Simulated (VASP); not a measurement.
# Be4Pd (Pm-3m) in VASP: a series of runs

Runs on Be4Pd. Level: PBE. Tasks: single point.

All numbers are computed with VASP 6.6.1; they aren't measurements. Logs are shortened: lines on timing, memory, paths and dates and some standing lists are left out, and cuts for length are marked.

### 1 The cell of the first run

It takes space group Pm-3m (No. 221, cubic). Conventional cell: a = 3.683 Å, b = 3.683 Å, c = 3.683 Å, α = 90.00°, β = 90.00°, γ = 90.00°. Be (site symmetry 4/mmm) has 2 Be at 1.84 Å within 2.4 Å. Be (site symmetry m-3m) has 6 Be at 1.84 Å within 2.4 Å. Within 3.4 Å of Pd (site symmetry m-3m) lie 20 Be at 2.60 to 3.19 Å.

The cell was generated, and may not be a known phase.

### 2 Single point, PBE

Input file INCAR:

```
PREC = Accurate
ENCUT = 520
EDIFF = 1E-7
ISMEAR = 0
SIGMA = 0.1
LREAL = F
LASPH = T
NELM = 60
ALGO = Fast
ISIF = 2
LWAVE = F
LCHARG = F
GGA = PE
NBANDS = 17
```

Input file KPOINTS:

```
regular mesh
0
Gamma
  6 6 6
```

Input file POSCAR:

```
Be4Pd
1.0
    3.6825773700      0.0000000000      0.0000000000
    0.0000000000      3.6825773700      0.0000000000
    0.0000000000      0.0000000000      3.6825773700
Be Pd
4 1
Direct
    0.0000000000      0.5000000000      0.5000000000
    0.5000000000      0.0000000000      0.5000000000
    0.5000000000      0.5000000000      0.0000000000
    0.5000000000      0.5000000000      0.5000000000
    0.0000000000      0.0000000000      0.0000000000
```

Potentials or basis: VASP PAW PBE potentials, release 64 (Be, Pd).

The run is started by

```
$ cat potpaw_PBE.64/Be/POTCAR potpaw_PBE.64/Pd/POTCAR > POTCAR
$ mpirun -np 1 vasp_std > vasp.out
```

OUTCAR:

```text
PREC = Accurate
   ENCUT = 520
   EDIFF = 1E-7
   ISMEAR = 0
   LREAL = F
   LASPH = T
   NELM = 60
   ISIF = 2
   GGA = PE

 ion  position               nearest neighbor table
   1  0.000  0.500  0.500-   4 1.84   4 1.84   5 2.60   5 2.60   5 2.60   5 2.60
   2  0.500  0.000  0.500-   4 1.84   4 1.84   5 2.60   5 2.60   5 2.60   5 2.60
   3  0.500  0.500  0.000-   4 1.84   4 1.84   5 2.60   5 2.60   5 2.60   5 2.60
   4  0.500  0.500  0.500-   1 1.84   2 1.84   3 1.84   3 1.84   2 1.84   1 1.84
   5  0.000  0.000  0.000-   1 2.60   2 2.60   3 2.60   1 2.60   2 2.60   1 2.60   3 2.60   1 2.60
                             2 2.60   3 2.60   2 2.60   3 2.60

  LATTYP: Found a simple cubic cell.
 ALAT       =     3.6825773700

  Lattice vectors:

 A1 = (   3.6825773700,   0.0000000000,   0.0000000000)
 A2 = (   0.0000000000,   3.6825773700,   0.0000000000)
 A3 = (   0.0000000000,   0.0000000000,   3.6825773700)

Analysis of symmetry for initial positions (statically):
=====================================================================
 Subroutine PRICEL returns:
 Original cell was already a primitive cell.

 Routine SETGRP: Setting up the symmetry group for a
 simple cubic supercell.

 Subroutine GETGRP returns: Found 48 space group operations
 (whereof 48 operations were pure point group operations)
 out of a pool of 48 trial point group operations.

The static configuration has the point symmetry O_h .

Analysis of symmetry for dynamics (positions and initial velocities):
=====================================================================
 Subroutine PRICEL returns:
 Original cell was already a primitive cell.

 Routine SETGRP: Setting up the symmetry group for a
 simple cubic supercell.

 Subroutine GETGRP returns: Found 48 space group operations
 (whereof 48 operations were pure point group operations)
 out of a pool of 48 trial point group operations.

The dynamic configuration has the point symmetry O_h .

 Subroutine INISYM returns: Found 48 space group operations
 (whereof 48 operations are pure point group operations),
 and found     1 'primitive' translations

----------------------------------------------------------------------------------------

                                     Primitive cell

  volume of cell :      49.9408

  direct lattice vectors                    reciprocal lattice vectors
     3.682577370  0.000000000  0.000000000     0.271548945  0.000000000  0.000000000
     0.000000000  3.682577370  0.000000000     0.000000000  0.271548945  0.000000000
     0.000000000  0.000000000  3.682577370     0.000000000  0.000000000  0.271548945

  length of vectors
     3.682577370  3.682577370  3.682577370     0.271548945  0.271548945  0.271548945

  position of ions in fractional coordinates (direct lattice)
     0.000000000  0.500000000  0.500000000
     0.500000000  0.000000000  0.500000000
     0.500000000  0.500000000  0.000000000
     0.500000000  0.500000000  0.500000000
     0.000000000  0.000000000  0.000000000

  ion indices of the primitive-cell ions
   primitive index   ion index
                 1           1
                 2           2
                 3           3
                 4           4
                 5           5

----------------------------------------------------------------------------------------

 KPOINTS: regular mesh

Automatic generation of k-mesh.
 Grid dimensions read from file:
 generate k-points for:    6    6    6

 Generating k-lattice:

  Cartesian coordinates                     Fractional coordinates (reciprocal lattice)
     0.045258158  0.000000000  0.000000000     0.166666667  0.000000000  0.000000000
     0.000000000  0.045258158  0.000000000     0.000000000  0.166666667  0.000000000
     0.000000000  0.000000000  0.045258158     0.000000000  0.000000000  0.166666667

  Length of vectors
     0.045258158  0.045258158  0.045258158

  Shift w.r.t. Gamma in fractional coordinates (k-lattice)
     0.000000000  0.000000000  0.000000000

 Subroutine IBZKPT returns following result:
 ===========================================

 Found     20 irreducible k-points:

 Following reciprocal coordinates:
            Coordinates               Weight
  0.000000  0.000000  0.000000      1.000000
  0.166667  0.000000  0.000000      6.000000
  0.333333  0.000000  0.000000      6.000000
  0.500000  0.000000  0.000000      3.000000
  0.166667  0.166667  0.000000     12.000000
  0.333333  0.166667  0.000000     24.000000
[... 12 lines left out ...]
  0.500000  0.500000  0.333333      6.000000
  0.500000  0.500000  0.500000      1.000000
   k-points           NKPTS =     20   k-points in BZ     NKDIM =     20   number of bands    NBANDS=     17
   number of dos      NEDOS =    301   number of ions     NIONS =      5
   total plane-waves  NPLWV =  21952
   dimension x,y,z NGX =    28 NGY =   28 NGZ =   28
   dimension x,y,z NGXF=    56 NGYF=   56 NGZF=   56
   ions per type =               4   1
   NGX,Y,Z   is equivalent  to a cutoff of  12.64, 12.64, 12.64 a.u.
   NGXF,Y,Z  is equivalent  to a cutoff of  25.28, 25.28, 25.28 a.u.
 SYSTEM =  unknown system
   PREC   = accura    normal or accurate (medium, high low for compatibility)
   ISTART =      0    job   : 0-new  1-cont  2-samecut
   ICHARG =      2    charge: 1-file 2-atom 10-const
   ISPIN  =      1    spin polarized calculation?
   LNONCOLLINEAR =      F non collinear calculations
   LSORBIT =      F    spin-orbit coupling
   LASPH  =      T    aspherical Exc in radial PAW
   ENCUT  =  520.0 eV  38.22 Ry    6.18 a.u.   6.85  6.85  6.85*2*pi/ulx,y,z
   NELM   =     60;   NELMIN=  2; NELMDL= -5     # of ELM steps
   EDIFF  = 0.1E-06   stopping-criterion for ELM
   LREAL  =      F    real-space projection
   EDIFFG = 0.1E-05   stopping-criterion for IOM
   NSW    =      0    number of steps for IOM
   IBRION =     -1    ionic relax: 0-MD 1-quasi-New 2-CG
   NFREE  =      0    steps in history (QN), initial steepest desc. (CG)
   ISIF   =      2    stress and relaxation
   ISYM   =      2    0-nonsym 1-usesym 2-fastsym
   POTIM  = 0.5000    time-step for ionic-motion
   TEBEG  =    0.0;   TEEND  =   0.0 temperature during run
   PSTRESS=    0.0 pullay stress
   NELECT =      18.0000    total number of electrons
   NUPDOWN=      -1.0000    fix difference up-down
   EMIN   =  10.00;   EMAX   =-10.00  energy-range for DOS
   EFERMI =   0.00;   METHOD = LEGACY
   ISMEAR =     0;   SIGMA  =   0.10  broadening in eV -4-tet -1-fermi 0-gaus
   EFERMI_NEDOS =   21; number of points for ismear=-14 and -15
   IALGO  =     68    algorithm
   IMIX   =      4    mixing-type and parameters
     AMIX     =   0.40;   BMIX     =  1.00
     AMIX_MAG =   1.60;   BMIX_MAG =  1.00
  volume/ion in A,a.u.               =       9.99        67.40
  Fermi-wavevector in a.u.,A,eV,Ry     =   1.165057  2.201638 18.467970  1.357357
  Thomas-Fermi vector in A             =   2.301587
   LORBIT       =      0    0 simple, 1 ext, 2 COOP (PROOUT), +10 PAW based schemes
   GGA     = PE    functional components
   LHFCALC =     F    Hartree Fock is set to
   AEXX    =    0.0000 exact exchange contribution
   IVDW    =     0    specifies the selected vdW correction
   LEPSILON=     F    determine dielectric tensor
   LRPA    =     F    only Hartree local field effects (RPA)
 non-spin polarized calculation
 RMM-DIIS sequential band-by-band and
 Gauss-broadening in eV      SIGMA  =   0.10
  energy-cutoff  :      520.00
  volume of cell :       49.94
 maximum number of plane-waves:      1376
 NGX is ok and might be reduce to    28
   NGX = 13   NGY = 13   NGZ = 13

 number of electron      18.0000003 magnetization

 Free energy of the ion-electron system (eV)
  ---------------------------------------------------
  ext. energy  EPLUGINS =         0.00000000
  ---------------------------------------------------
  free energy    TOTEN  =       -18.35080468 eV

  energy without entropy =      -18.34248137  energy(sigma->0) =      -18.34664302

 E-fermi :   6.8817     XC(G=0): -11.0540

 val. band max:        6.8639975604   @ k =   0.5000   0.1667   0.0000
 cond. band min:       6.9640542062   @ k =   0.5000   0.3333   0.1667
 fundamental gap:      0.1000566458
 Fermi energy:         6.8817008909

 k-point     1 :       0.0000    0.0000    0.0000
  band No.  band energies     occupation
      1      -2.5750      2.00000
      2       2.8893      2.00000
      3       2.8893      2.00000
      4       4.0878      2.00000
      5       4.0878      2.00000
      6       4.0878      2.00000
[... 9 lines left out ...]
     16      14.1022      0.00000
     17      14.1022      0.00000

 k-point     2 :       0.1667    0.0000    0.0000
  band No.  band energies     occupation
      1      -2.3197      2.00000
      2       2.3616      2.00000
      3       2.8999      2.00000
      4       3.3633      2.00000
      5       3.3633      2.00000
      6       4.0742      2.00000
[... 9 lines left out ...]
     16      14.2369      0.00000
     17      14.2378      0.00000

 k-point     3 :       0.3333    0.0000    0.0000
  band No.  band energies     occupation
      1      -1.5789      2.00000
      2       1.0117      2.00000
      3       2.8885      2.00000
      4       2.8885      2.00000
      5       2.9215      2.00000
      6       4.1467      2.00000
[... 9 lines left out ...]
     16      15.2175      0.00000
     17      15.2177      0.00000

 k-point     4 :       0.5000    0.0000    0.0000
  band No.  band energies     occupation
      1      -0.5106      2.00000
      2      -0.3289      2.00000
      3       2.7223      2.00000
      4       2.7223      2.00000
      5       2.9323      2.00000
      6       4.1623      2.00000
[... 9 lines left out ...]
     16      15.8926      0.00000
     17      15.8926      0.00000
[... 263 lines left out ...]
      1       0.4704      2.00000
      2       1.6165      2.00000
      3       2.0107      2.00000
      4       3.2069      2.00000
      5       3.4867      2.00000
      6       3.5332      2.00000
[... 9 lines left out ...]
     16      17.2111      0.00000
     17      17.5036      0.00000

 k-point    19 :       0.5000    0.5000    0.3333
  band No.  band energies     occupation
      1       0.8289      2.00000
      2       1.8591      2.00000
      3       1.8591      2.00000
      4       3.0325      2.00000
      5       3.3233      2.00000
      6       4.1923      2.00000
[... 9 lines left out ...]
     16      17.6571      0.00000
     17      17.6571      0.00000

 k-point    20 :       0.5000    0.5000    0.5000
  band No.  band energies     occupation
      1       1.7750      2.00000
      2       1.8080      2.00000
      3       1.8080      2.00000
      4       1.8081      2.00000
      5       4.5847      2.00000
      6       4.5847      2.00000
[... 9 lines left out ...]
     16      18.5215      0.00000
     17      18.5215      0.00000

------------------------ aborting loop because EDIFF is reached ----------------------------------------

  FORCE on cell =-STRESS in cart. coord.  units (eV):
  Direction    XX          YY          ZZ          XY          YZ          ZX
  --------------------------------------------------------------------------------------
  -------------------------------------------------------------------------------------
  Total        1.5968147      1.5968147      1.5968147      0.0000000     -0.0000000      0.0000000
  in kB       51.2282433     51.2282433     51.2282433      0.0000000     -0.0000000      0.0000000
  external PRESSURE =      51.2282433 kB  Pullay stress =       0.0000000 kB

 VOLUME and BASIS-vectors are now :
 -----------------------------------------------------------------------------
  energy-cutoff  :      520.00
  volume of cell :       49.94
      direct lattice vectors                 reciprocal lattice vectors
     3.682577370  0.000000000  0.000000000     0.271548945  0.000000000  0.000000000
     0.000000000  3.682577370  0.000000000     0.000000000  0.271548945  0.000000000
     0.000000000  0.000000000  3.682577370     0.000000000  0.000000000  0.271548945

 POSITION                                       TOTAL-FORCE (eV/Angst)
 -----------------------------------------------------------------------------------
      0.00000      1.84129      1.84129         0.000000      0.000000      0.000000
      1.84129      0.00000      1.84129         0.000000      0.000000      0.000000
      1.84129      1.84129      0.00000         0.000000      0.000000      0.000000
      1.84129      1.84129      1.84129         0.000000      0.000000      0.000000
      0.00000      0.00000      0.00000         0.000000      0.000000      0.000000
 -----------------------------------------------------------------------------------
    total drift:                               -0.000000     -0.000000     -0.000000

  FREE ENERGIE OF THE ION-ELECTRON SYSTEM (eV)
  ---------------------------------------------------
  free  energy   TOTEN  =       -18.3508046768 eV

  energy  without entropy=      -18.3424813716  energy(sigma->0) =      -18.34664302
```

It took 15 s on 1 thread of Intel Xeon Platinum 8488C (Sapphire Rapids), shared host; peak memory 0.15 GiB.

What came out:

```
Free energy            : -18.3508 eV
Pressure               : 5.1 GPa
Band gap on the k mesh : zero (bands 9 and 10 overlap by 0.68 eV)
```

Caveat: the cell stands under pressure.

### 3 Single point, PBE

This run uses another cell than the first one, of 10.44 Å³/atom.

Input file INCAR:

```
SYSTEM = Be4Pd
PREC = Accurate
ENCUT = 520
EDIFF = 1E-6
ISMEAR = 0
SIGMA = 0.1
LREAL = .False.
LASPH = .True.
NELM = 100
ALGO = Fast
ISIF = 2
LWAVE = .False.
LCHARG = .False.
GGA = PE
NBANDS = 17
```

Input file KPOINTS:

```
Automatic mesh
0
Gamma
  6 6 6
  0 0 0
```

Changes to POSCAR since step 2:

```diff
@@ -2,5 +2,5 @@
 1.0
-    3.6825773700      0.0000000000      0.0000000000
-    0.0000000000      3.6825773700      0.0000000000
-    0.0000000000      0.0000000000      3.6825773700
+    3.7369575507      0.0000000000      0.0000000000
+    0.0000000000      3.7369575507      0.0000000000
+    0.0000000000      0.0000000000      3.7369575507
 Be Pd
```

Potentials or basis: VASP PAW PBE potentials, release 64 (Be, Pd).

The run is started by

```
$ cat potpaw_PBE.64/Be/POTCAR potpaw_PBE.64/Pd/POTCAR > POTCAR
$ mpirun -np 1 vasp_std > vasp.out
```

It took 16 s on 1 thread of Intel Xeon Platinum 8488C (Sapphire Rapids), shared host; peak memory 0.15 GiB.

It converged, with:

```
Free energy            : -18.3869 eV
Pressure               : 0.2 GPa
Band gap on the k mesh : zero (bands 9 and 10 overlap by 0.59 eV)
```

Levels at points of the mesh, in eV from the Fermi level:
```
           k point  band 7  band 8  band 9  band 10  band 11  band 12
(0.00, 0.00, 0.00)   -2.64   -2.64   -2.64     3.23     4.96     4.96
(0.50, 0.00, 0.00)   -2.18    0.11    0.11     2.55     2.55     3.45
(0.50, 0.50, 0.00)   -2.26   -1.60   -1.33    -0.45     5.30     5.30
(0.50, 0.50, 0.50)   -2.12   -2.12   -2.12     0.39     0.39     0.39
```

(Continued in part 2 of 2.)

The gap in the log of VASP goes by the Fermi energy; the results here count the filled bands.